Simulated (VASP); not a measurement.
# Ti23SnO48 (P1) in VASP: single point with HSE06

Aim: the single point of Ti23SnO48 with HSE06.

All numbers are computed with VASP 6.6.1; they aren't measurements. Logs are shortened: lines on timing, memory, paths and dates and some standing lists are left out, and cuts for length are marked.

### Step 1. The cell of the first run

The typed cell holds 72 atoms: a = 9.204 Å, b = 9.204 Å, c = 8.852 Å, α = 90.00°, β = 90.00°, γ = 90.00°.

### Step 2. Single point, HSE06

POSCAR reads:

```
Ti23SnO48
1.0
    9.2037270000      0.0000000000      0.0000000000
    0.0000000000      9.2040690000      0.0000000000
    0.0000000000      0.0000000000      8.8524200000
Ti Sn O
23 1 48
Direct
    0.0066970000      0.9933460000      0.0004390000
    0.9967500000      0.0019300000      0.3351890000
    0.0020430000      0.0082430000      0.6681370000
    0.9981090000      0.5008250000      0.9965210000
    0.0069920000      0.4956380000      0.3330460000
    0.0000540000      0.4990420000      0.6663210000
    0.4937500000      0.0055830000      0.0014750000
    0.5024690000      0.0002630000      0.3374030000
    0.5013890000      0.9971620000      0.6680360000
    0.5073350000      0.4940980000      0.9996410000
    0.4978570000      0.5026250000      0.3343730000
    0.4921440000      0.4984520000      0.6667410000
    0.2494470000      0.2504030000      0.1672210000
    0.2526590000      0.2470260000      0.4982940000
    0.2495580000      0.2516030000      0.8361160000
    0.2542480000      0.7477240000      0.1677350000
    0.2458830000      0.7553340000      0.5010390000
    0.2514710000      0.7460380000      0.8343040000
    0.7541790000      0.2477180000      0.1674670000
    0.7464870000      0.2551640000      0.5008940000
    0.7507850000      0.2461890000      0.8337660000
    0.7546410000      0.7447350000      0.5068580000
    0.7471480000      0.7539460000      0.8273200000
    0.7500170000      0.7501580000      0.1669500000
    0.1532210000      0.1525430000      0.9999580000
    0.1528690000      0.1530940000      0.3340800000
    0.1528340000      0.1530210000      0.6668520000
    0.1533360000      0.6518640000      0.0003840000
    0.1537300000      0.6513520000      0.3337840000
    0.1512240000      0.6532730000      0.6669440000
    0.6516330000      0.1533310000      0.0002360000
    0.6523600000      0.1529330000      0.3337250000
    0.6533360000      0.1512970000      0.6668600000
    0.6493960000      0.6482860000      0.9905390000
    0.6484700000      0.6491760000      0.3430940000
    0.6523020000      0.6521620000      0.6671870000
    0.3474430000      0.3469650000      0.0000210000
    0.3473580000      0.3471640000      0.3339430000
    0.3471050000      0.3473680000      0.6671590000
    0.3469780000      0.8483510000      0.0001450000
    0.3470440000      0.8482130000      0.3338980000
    0.3490940000      0.8465620000      0.6670580000
    0.8483870000      0.3468000000      0.0003210000
    0.8485790000      0.3468700000      0.3338630000
    0.8470630000      0.3486860000      0.6671390000
    0.8519030000      0.8508150000      0.9908030000
    0.8509860000      0.8515460000      0.3434070000
    0.8477430000      0.8479060000      0.6667210000
    0.0990390000      0.4011470000      0.1667850000
    0.0987230000      0.4019080000      0.5015540000
    0.0980990000      0.4016300000      0.8327550000
    0.0970110000      0.9016610000      0.1676290000
    0.0993260000      0.9038210000      0.5011920000
    0.0996720000      0.9037580000      0.8319160000
    0.5984050000      0.4030720000      0.1674060000
    0.5963060000      0.4007990000      0.5012200000
    0.5966250000      0.4005480000      0.8319650000
    0.5932860000      0.9070550000      0.1665490000
    0.5967690000      0.9029030000      0.4998970000
    0.5973300000      0.9031870000      0.8341980000
    0.4011620000      0.0987840000      0.1671840000
    0.4022060000      0.0983620000      0.5013160000
    0.4017410000      0.0982010000      0.8321600000
    0.4038140000      0.5982130000      0.1666280000
    0.4006980000      0.5961300000      0.5013130000
    0.4006650000      0.5961580000      0.8328270000
    0.9022180000      0.0966220000      0.1666700000
    0.9038630000      0.0995170000      0.5013760000
    0.9036950000      0.0992150000      0.8328820000
    0.9069320000      0.5931580000      0.1673790000
    0.9030260000      0.5965800000      0.4997790000
    0.9035150000      0.5971310000      0.8339260000
```

INCAR.step1 reads:

```
SYSTEM = Ti23SnO48
PREC = Accurate
ENCUT = 520
EDIFF = 1E-5
ISMEAR = -1
SIGMA = 0.05
LREAL = Auto
LASPH = .True.
NELM = 60
ALGO = Normal
ISIF = 2
LWAVE = .True.
LCHARG = .False.
GGA = PE
NBANDS = 331
LUSENCCL = .False.
```

INCAR.step2 reads:

```
SYSTEM = Ti23SnO48
PREC = Accurate
ENCUT = 520
EDIFF = 1E-6
ISMEAR = -1
SIGMA = 0.05
LREAL = Auto
LASPH = .True.
NELM = 60
ALGO = Normal
ISIF = 2
LWAVE = .False.
LCHARG = .False.
GGA = PE
LHFCALC = .True.
HFSCREEN = 0.2079
PRECFOCK = Fast
ISTART = 1
NBANDS = 331
LUSENCCL = .False.
```

KPOINTS reads:

```
Automatic mesh
0
Gamma
  1 1 1
  0 0 0
```

Potentials or basis: VASP PAW PBE potentials, release 64 (Ti_sv, Sn_d, O).

Run with:

```
$ cat potpaw_PBE.64/Ti_sv/POTCAR potpaw_PBE.64/Sn_d/POTCAR potpaw_PBE.64/O/POTCAR > POTCAR
$ cp INCAR.step1 INCAR
$ mpirun -np 1 vasp_gam > vasp.out
$ cp INCAR.step2 INCAR
$ mpirun -np 1 vasp_gam > vasp.out
```

OUTCAR:

```text
SYSTEM = Ti23SnO48
   PREC = Accurate
   ENCUT = 520
   EDIFF = 1E-6
   ISMEAR = -1
   LREAL = Auto
   LASPH = .True.
   NELM = 60
   ISIF = 2
   GGA = PE
   LHFCALC = .True.
   HFSCREEN = 0.2079
   PRECFOCK = Fast
   ISTART = 1

 ion  position               nearest neighbor table
   1  0.007  0.993  0.000-  52 1.90  54 1.91  46 1.94  25 1.99  67 2.00  69 2.01
   2  0.997  0.002  0.335-  68 1.92  47 1.93  67 1.93  53 1.97  52 1.98  26 2.00
   3  0.002  0.008  0.668-  69 1.91  68 1.92  27 1.92  54 1.96  53 1.98  48 2.05
   4  0.998  0.501  0.997-  72 1.90  70 1.93  51 1.94  43 1.98  28 1.99  49 1.99
   5  0.007  0.496  0.333-  49 1.91  50 1.92  70 1.95  29 1.97  71 1.99  44 2.00
   6  0.000  0.499  0.666-  50 1.94  71 1.94  51 1.95  72 1.95  45 1.97  30 1.99
[... 67 lines left out ...]
  71  0.903  0.597  0.500-  22 1.93   6 1.94   5 1.99
  72  0.904  0.597  0.834-   4 1.90   6 1.95  23 2.04

  LATTYP: Found a simple orthorhombic cell.
 ALAT       =     8.8524200000
 B/A-ratio  =     1.0396848545
 C/A-ratio  =     1.0397234880

  Lattice vectors:

 A1 = (   0.0000000000,   0.0000000000,   8.8524200000)
 A2 = (   9.2037270000,   0.0000000000,   0.0000000000)
 A3 = (   0.0000000000,   9.2040690000,   0.0000000000)

Analysis of symmetry for initial positions (statically):
=====================================================================
 Subroutine PRICEL returns:
 Original cell was already a primitive cell.

 Routine SETGRP: Setting up the symmetry group for a
 simple orthorhombic supercell.

 Subroutine GETGRP returns: Found  1 space group operations
 (whereof  1 operations were pure point group operations)
 out of a pool of  8 trial point group operations.

The static configuration has the point symmetry C_1 .

Analysis of symmetry for dynamics (positions and initial velocities):
=====================================================================
 Subroutine PRICEL returns:
 Original cell was already a primitive cell.

 Routine SETGRP: Setting up the symmetry group for a
 simple orthorhombic supercell.

 Subroutine GETGRP returns: Found  1 space group operations
 (whereof  1 operations were pure point group operations)
 out of a pool of  8 trial point group operations.

The dynamic configuration has the point symmetry C_1 .

 Subroutine INISYM returns: Found  1 space group operations
 (whereof  1 operations are pure point group operations),
 and found     1 'primitive' translations

----------------------------------------------------------------------------------------

                                     Primitive cell

  volume of cell :     749.9039

  direct lattice vectors                    reciprocal lattice vectors
     9.203727000  0.000000000  0.000000000     0.108651636  0.000000000  0.000000000
     0.000000000  9.204069000  0.000000000     0.000000000  0.108647599  0.000000000
     0.000000000  0.000000000  8.852420000     0.000000000  0.000000000  0.112963461

  length of vectors
     9.203727000  9.204069000  8.852420000     0.108651636  0.108647599  0.112963461

  position of ions in fractional coordinates (direct lattice)
     0.006697000  0.993346000  0.000439000
     0.996750000  0.001930000  0.335189000
     0.002043000  0.008243000  0.668137000
     0.998109000  0.500825000  0.996521000
     0.006992000  0.495638000  0.333046000
     0.000054000  0.499042000  0.666321000
[... 64 lines left out ...]
     0.903026000  0.596580000  0.499779000
     0.903515000  0.597131000  0.833926000

  ion indices of the primitive-cell ions
   primitive index   ion index
                 1           1
                 2           2
                 3           3
[... 92 lines left out ...]
 ===========================================

 Found      1 irreducible k-points:

 Following reciprocal coordinates:
            Coordinates               Weight
  0.000000  0.000000  0.000000      1.000000
   k-points           NKPTS =      1   k-points in BZ     NKDIM =      1   number of bands    NBANDS=    331
   number of dos      NEDOS =    301   number of ions     NIONS =     72
   total plane-waves  NPLWV = 343000
   dimension x,y,z NGX =    70 NGY =   70 NGZ =   70
   dimension x,y,z NGXF=   140 NGYF=  140 NGZF=  140
   ions per type =              23   1  48
   NGX,Y,Z   is equivalent  to a cutoff of  12.64, 12.64, 13.15 a.u.
   NGXF,Y,Z  is equivalent  to a cutoff of  25.29, 25.29, 26.29 a.u.
 SYSTEM =  Ti23SnO48
   PREC   = accura    normal or accurate (medium, high low for compatibility)
   ISTART =      1    job   : 0-new  1-cont  2-samecut
   ICHARG =      0    charge: 1-file 2-atom 10-const
   ISPIN  =      1    spin polarized calculation?
   LNONCOLLINEAR =      F non collinear calculations
   LSORBIT =      F    spin-orbit coupling
   LASPH  =      T    aspherical Exc in radial PAW
   ENCUT  =  520.0 eV  38.22 Ry    6.18 a.u.  17.11 17.11 16.46*2*pi/ulx,y,z
   NELM   =     60;   NELMIN=  2; NELMDL=  0     # of ELM steps
   EDIFF  = 0.1E-05   stopping-criterion for ELM
   LREAL  =      T    real-space projection
   EDIFFG = 0.1E-04   stopping-criterion for IOM
   NSW    =      0    number of steps for IOM
   IBRION =     -1    ionic relax: 0-MD 1-quasi-New 2-CG
   NFREE  =      0    steps in history (QN), initial steepest desc. (CG)
   ISIF   =      2    stress and relaxation
   ISYM   =      3    0-nonsym 1-usesym 2-fastsym
   POTIM  = 0.5000    time-step for ionic-motion
   TEBEG  =    0.0;   TEEND  =   0.0 temperature during run
   PSTRESS=    0.0 pullay stress
   NELECT =     578.0000    total number of electrons
   NUPDOWN=      -1.0000    fix difference up-down
   EMIN   =  10.00;   EMAX   =-10.00  energy-range for DOS
   EFERMI =   0.00;   METHOD = LEGACY
   ISMEAR =    -1;   SIGMA  =   0.05  broadening in eV -4-tet -1-fermi 0-gaus
   EFERMI_NEDOS =   21; number of points for ismear=-14 and -15
   IALGO  =     38    algorithm
   IMIX   =      1    mixing-type and parameters
     AMIX     =   0.40;   BMIX     =  1.00
     AMIX_MAG =   1.60;   BMIX_MAG =  1.00
  volume/ion in A,a.u.               =      10.42        70.29
  Fermi-wavevector in a.u.,A,eV,Ry     =   1.501005  2.836489 30.654158  2.253017
  Thomas-Fermi vector in A             =   2.612432
   LORBIT       =      0    0 simple, 1 ext, 2 COOP (PROOUT), +10 PAW based schemes
   GGA     = PE    functional components
   LHFCALC =     T    Hartree Fock is set to
   PRECFOCK=fast      Normal, Fast or Accurate (Low or Medium for compatibility)
   ENCUT4O =  -1.0   cutoff for four orbital integrals eV
   NKREDX  =     1    reduce k-point grid by
   NKREDY  =     1    reduce k-point grid by
   NKREDZ  =     1    reduce k-point grid by
   AEXX    =    0.2500 exact exchange contribution
   HFSCREEN=    0.2079 screening length (either q_TF or 0.3 A-1)
   HFSCREENC=   0.2079 screening length for correlation (either q_TF or 0.3 A-1)
   ENCUTFOCK=  -1.0 apply spherical cutoff to Coloumb kernel
   IVDW    =     0    specifies the selected vdW correction
   LEPSILON=     F    determine dielectric tensor
   LRPA    =     F    only Hartree local field effects (RPA)
 non-spin polarized calculation
  energy-cutoff  :      520.00
  volume of cell :      749.90
 maximum number of plane-waves:     10083
 NGX is ok and might be reduce to    70
  NGX = 36; NGY = 36; NGZ = 36

 number of electron     578.0000013 magnetization

 Free energy of the ion-electron system (eV)
  ---------------------------------------------------
  ext. energy  EPLUGINS =         0.00000000
  ---------------------------------------------------
  free energy    TOTEN  =      -785.24973701 eV

  energy without entropy =     -785.24973701  energy(sigma->0) =     -785.24973701

 E-fermi :   5.2418     XC(G=0):  -9.3810

 val. band max:        4.0042640241   @ k =   0.0000   0.0000   0.0000
 cond. band min:       7.4086738495   @ k =   0.0000   0.0000   0.0000
 fundamental gap:      3.4044098253
 Fermi energy:         5.2417890670

 k-point     1 :       0.0000    0.0000    0.0000
  band No.  band energies     occupation
      1     -57.2788      2.00000
      2     -57.2734      2.00000
      3     -57.2617      2.00000
      4     -57.2523      2.00000
      5     -57.2513      2.00000
      6     -57.2484      2.00000
[... 293 lines left out ...]
    300       7.8607      0.00000
    301       7.9026      0.00000
 [bands above 301 left out]

------------------------ aborting loop because EDIFF is reached ----------------------------------------

  FORCE on cell =-STRESS in cart. coord.  units (eV):
  Direction    XX          YY          ZZ          XY          YZ          ZX
  --------------------------------------------------------------------------------------
  -------------------------------------------------------------------------------------
  Total       -4.5552880     -4.5733646      3.3381633     -0.6861301     -0.0274064     -0.0582840
  in kB       -9.7324194     -9.7710402      7.1320201     -1.4659241     -0.0585541     -0.1245243
  external PRESSURE =      -4.1238132 kB  Pullay stress =       0.0000000 kB

 VOLUME and BASIS-vectors are now :
 -----------------------------------------------------------------------------
  energy-cutoff  :      520.00
  volume of cell :      749.90
      direct lattice vectors                 reciprocal lattice vectors
     9.203727000  0.000000000  0.000000000     0.108651636  0.000000000  0.000000000
     0.000000000  9.204069000  0.000000000     0.000000000  0.108647599  0.000000000
     0.000000000  0.000000000  8.852420000     0.000000000  0.000000000  0.112963461

 POSITION                                       TOTAL-FORCE (eV/Angst)
 -----------------------------------------------------------------------------------
      0.06164      9.14283      0.00389        -0.015739     -0.042222      0.003873
      9.17381      0.01776      2.96723        -0.042025     -0.008641      0.018666
      0.01880      0.07587      5.91463         0.028911      0.056945      0.001503
      9.18632      4.60963      8.82162        -0.010613      0.012175      0.026997
      0.06435      4.56189      2.94826         0.011414     -0.002750     -0.058635
      0.00050      4.59322      5.89855        -0.004051     -0.002914      0.007803
[... 64 lines left out ...]
      8.31120      5.49096      4.42425         0.067219     -0.045455      0.028450
      8.31571      5.49603      7.38226         0.088645     -0.109740      0.004063
 -----------------------------------------------------------------------------------
    total drift:                               -0.008315      0.022537      0.008569

  FREE ENERGIE OF THE ION-ELECTRON SYSTEM (eV)
  ---------------------------------------------------
  free  energy   TOTEN  =      -785.2497370069 eV

  energy  without entropy=     -785.2497370069  energy(sigma->0) =     -785.24973701
```

Run time: 8.8 min. Hardware: 1 × NVIDIA H100 80GB with 1 thread of Intel Xeon Platinum 8481C at 2.70GHz (Sapphire Rapids), shared host; peak memory 1.5 GiB.

What came out:

| Item | Value |
| --- | --- |
| Free energy | -785.2497 eV |
| Pressure | -0.4 GPa |
| Largest force | 0.220 eV/Å |
| Band gap on the k mesh | 3.40 eV |

Forces in eV/Å, atoms in the order of the input:
```
Ti  -0.016 -0.042  0.004
Ti  -0.042 -0.009  0.019
Ti   0.029  0.057  0.002
Ti  -0.011  0.012  0.027
Ti   0.011 -0.003 -0.059
Ti  -0.004 -0.003  0.008
Ti  -0.007  0.004  0.071
Ti   0.023 -0.012  0.003
Ti  -0.007 -0.001  0.002
Ti   0.047  0.016 -0.001
Ti   0.017  0.046 -0.007
Ti  -0.053 -0.032  0.014
Ti   0.006 -0.003 -0.007
Ti   0.007  0.000 -0.020
Ti  -0.005 -0.009  0.016
Ti   0.012 -0.007  0.011
Ti  -0.019  0.039  0.022
Ti   0.003 -0.025  0.003
Ti   0.019 -0.009  0.004
Ti  -0.017  0.022  0.018
Ti   0.004 -0.016  0.008
Ti  -0.010 -0.006 -0.090
Ti  -0.001  0.007  0.089
Sn  -0.003 -0.009 -0.003
O    0.079  0.076 -0.019
O    0.072  0.065  0.015
O    0.035  0.036  0.004
O    0.062  0.080 -0.013
O    0.041  0.071 -0.005
O    0.085  0.066  0.004
O    0.079  0.060 -0.009
O    0.061  0.052 -0.004
O    0.080  0.074  0.009
O    0.083  0.082  0.144
O    0.086  0.077 -0.130
O    0.154  0.157 -0.006
O   -0.068 -0.080 -0.028
O   -0.082 -0.073  0.011
O   -0.034 -0.039 -0.007
O   -0.062 -0.070 -0.005
O   -0.063 -0.094 -0.021
O   -0.072 -0.055 -0.017
O   -0.082 -0.050 -0.006
O   -0.075 -0.076 -0.016
O   -0.064 -0.067 -0.017
O   -0.077 -0.082  0.132
O   -0.084 -0.085 -0.153
O   -0.146 -0.157  0.004
O   -0.061  0.062  0.034
O   -0.089  0.076 -0.014
O   -0.056  0.077  0.008
O   -0.090  0.077 -0.026
O   -0.042  0.059 -0.008
O   -0.081  0.088  0.033
O   -0.071  0.096 -0.019
O   -0.056  0.051 -0.004
O   -0.097  0.066  0.035
O    0.003 -0.010  0.010
O   -0.092  0.112  0.003
O   -0.066  0.057 -0.033
O    0.068 -0.060 -0.038
O    0.056 -0.068 -0.010
O    0.070 -0.065  0.022
O    0.056 -0.051  0.022
O    0.096 -0.106 -0.002
O    0.060 -0.070 -0.022
O    0.048 -0.065  0.023
O    0.113 -0.092 -0.011
O    0.073 -0.060 -0.026
O    0.010 -0.003 -0.003
O    0.067 -0.045  0.028
O    0.089 -0.110  0.004
```

Levels at points of the mesh, in eV from the valence-band top:
| k point | band 286 | band 287 | band 288 | band 289 | band 290 | band 291 | band 292 | band 293 |
| --- | --- | --- | --- | --- | --- | --- | --- | --- |
| (0.00, 0.00, 0.00) | -0.77 | -0.50 | -0.49 | 0.00 | 3.40 | 3.46 | 3.55 | 3.68 |

Caveat: the k points lie up to 0.71 Å⁻¹ apart; the PAW data sets were made with another functional, which shifts forces and pressure a little; spin-orbit coupling is left out, which moves the levels of the heavy elements. A k mesh can miss the band edges.
